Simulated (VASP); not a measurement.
# Sn: single point with PBE

Crystal: Sn.

```xyz
2
Lattice="-2.8668 2.8668 1.5649 2.8668 -2.8668 1.5649 2.8668 2.8668 -1.5649" Properties=species:S:1:pos:R:3 pbc="T T T"
Sn    0.0000    0.0000    0.0000
Sn    0.0000    2.8668    0.7825
```

```yaml
Program: VASP 6.6.1
Task: single point
Functional: PBE
Potentials_or_basis: VASP PAW PBE potentials, release 64 (Sn_d)
Cutoff: 520 eV
k_mesh: 10 × 10 × 10
Occupations: methfessel-paxton, width 0.1 eV
Spin: no spin polarisation
```

| Quantity | Value |
| --- | --- |
| Pressure | 5.9 GPa |
| Band gap on the k mesh | zero (bands 14 and 15 overlap by 4.14 eV) |

Stress tensor (GPa, compression positive):
```
6.26 0.00 0.00
0.00 6.26 0.00
0.00 0.00 5.26
```

Levels at points of the mesh, in eV from the Fermi level:
| k point | band 11 | band 12 | band 13 | band 14 | band 15 | band 16 | band 17 | band 18 |
| --- | --- | --- | --- | --- | --- | --- | --- | --- |
| (0.00, 0.00, 0.00) | -11.59 | -3.49 | -2.16 | -2.16 | 2.85 | 6.48 | 6.48 | 7.15 |
| (0.50, 0.00, 0.00) | -7.09 | -5.64 | -2.31 | -1.86 | -1.30 | 2.15 | 2.95 | 4.92 |
| (0.50, 0.50, 0.00) | -9.23 | -9.23 | 0.56 | 0.56 | 1.66 | 1.66 | 6.17 | 6.17 |
| (0.50, 0.50, 0.50) | -7.72 | -7.72 | -5.16 | -5.16 | 5.14 | 5.14 | 9.92 | 9.92 |

Run time: 98 s on 1 thread of AMD EPYC 7R13, with other jobs on the host, peak memory 0.23 GiB.

Caveat: the cell stands under pressure; spin-orbit coupling is left out, which moves the levels of the heavy elements.
